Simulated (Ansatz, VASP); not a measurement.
## SrTiO3 in VASP and in Ansatz

```
CELL_PARAMETERS angstrom
3.90685 0.00000 0.00000
0.00000 3.90685 0.00000
0.00000 0.00000 3.86778
ATOMIC_POSITIONS crystal
Sr 0.00000 0.00000 0.00000
Ti 0.50000 0.50000 0.50000
O 0.50000 0.50000 0.00000
O 0.50000 0.00000 0.50000
O 0.00000 0.50000 0.50000
```

Change from the starting cell: uniaxial_z strain -1.0%.

Alike in both runs: task single point; functional HSE06; k mesh 4 × 4 × 4; no spin polarisation.

|  | VASP | Ansatz |
| --- | --- | --- |
| version | VASP 6.6.1 | Ansatz 0.2.0 |
| potentials or method | VASP PAW PBE potentials, release 64 (Sr_sv, Ti_sv, O) | plane waves, PAW |
| plane-wave cutoff (eV) | 520 | 420 |
| occupations | gaussian, width 0.01 eV | fixed |
| valence electrons in the cell | 40 | 40 |

|  | VASP | Ansatz | Ansatz less VASP |
| --- | --- | --- | --- |
| gap on the k mesh at the Fermi level (eV) | 3.29 | 3.33 | +0.038 |
| pressure (GPa) | 0.8 | 0.2 | -0.65 |
| traceless stress, the component that is largest in VASP (GPa) | 1.69 | 1.67 | -0.018 |

Ansatz's warnings: stress exchange threshold loose, stress scf threshold loose.
